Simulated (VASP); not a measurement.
Au: single point with PBEsol

The system is Au.

```
Au
1.0
    -1.66160    1.66160    1.66160
     1.66160   -1.66160    1.66160
     1.66160    1.66160   -1.66160
Au
1
Direct
  0.00000 0.00000 0.00000
```

This cell differs from its parent crystal: strain +0.025 along x and y, +0.025 along z.

```
Program                : VASP 6.6.1
Task                   : single point
Functional             : PBEsol
Potentials or basis    : VASP PAW PBE potentials, release 64 (Au)
Cutoff                 : 520 eV
k mesh                 : 26 × 26 × 26
Occupations            : gaussian, width 0.15 eV
Spin                   : no spin polarisation
Dipole correction      : no
Further INCAR settings : ALGO = Normal; EDIFF = 1e-06; NBANDS = 12
```

```json
{
  "Pressure": "-10.4 GPa"
}
```

Levels at points of the mesh, in eV from the Fermi level:
```tsv
k point	band 4	band 5	band 6	band 7	band 8	band 9
(0.00, 0.00, 0.00)	-4.47	-2.74	-2.74	16.46	16.46	16.46
(0.50, 0.00, 0.00)	-2.56	-1.38	-0.38	3.14	12.29	13.36
(0.50, 0.50, 0.50)	-1.72	-1.72	6.18	6.18	6.18	8.83
```

It took 72 s on 1 thread of Intel Xeon 6975P-C, on a shared host, peak memory 0.24 GiB.

Caveat: the cell differs from its parent crystal (strain +0.025 along x and y, +0.025 along z); the PAW data sets were made with another functional, which shifts forces and pressure a little; spin-orbit coupling is left out, which moves the levels of the heavy elements.
